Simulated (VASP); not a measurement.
Write the native input for VASP 6.6.1 that does the following.

| Property | Result |
| --- | --- |
| Task | relaxation of cell and atoms |
| Functional | PBE |
| Potentials or basis | VASP PAW PBE potentials, release 64 (Au) |
| Cutoff | 600 eV |
| k mesh | 8 × 8 × 8 |
| Occupations | gaussian, width 0.1 eV |
| Spin | no spin polarisation |
| Dipole correction | no |
| Further INCAR settings | ALGO = Normal; EDIFF = 1e-06; IBRION = 2; EDIFFG = -0.05; NSW = 100; ISIF = 3 |

The structure of Au lies in POSCAR:

```
Au
1.0
    0.0000000000      2.0350000000      2.0350000000
    2.0350000000      0.0000000000      2.0350000000
    2.0350000000      2.0350000000      0.0000000000
Au
1
Direct
    0.0000000000      0.0000000000      0.0000000000
```

These files were run (other wordings do the same):

INCAR

```
SYSTEM = Au
PREC = Accurate ; ENCUT = 600
EDIFF = 1E-6 ; ISMEAR = 0
SIGMA = 0.1 ; LREAL = .FALSE.
LASPH = .TRUE. ; NELM = 100
ALGO = Normal ; ISIF = 3
LWAVE = .FALSE. ; LCHARG = .FALSE.
GGA = PE ; IBRION = 2
NSW = 100 ; EDIFFG = -0.05
```

KPOINTS

```
regular mesh
0
G
  8 8 8
  0 0 0
```

Potentials or basis: VASP PAW PBE potentials, release 64 (Au).

Command:

```sh
$ cat potpaw_PBE.64/Au/POTCAR > POTCAR
$ mpirun -np 1 vasp_std > vasp.out
```

It gave:

- Relaxed volume: 18.07 Å³/atom
- Relaxed cell: a = 2.946 Å, b = 2.946 Å, c = 2.946 Å, α = 60.00°, β = 60.00°, γ = 60.00°
- Space group after relaxing (to 0.05 Å): Fm-3m (No. 225)
- Energy gained by relaxing: 39.6 meV/atom
- Ionic steps: 3
- Pressure after relaxing: -0.2 GPa

Run time: 6.8 s on 1 thread of Intel(R) Xeon(R) Platinum 8559C (Emerald Rapids), on a shared host, peak memory 0.14 GiB.
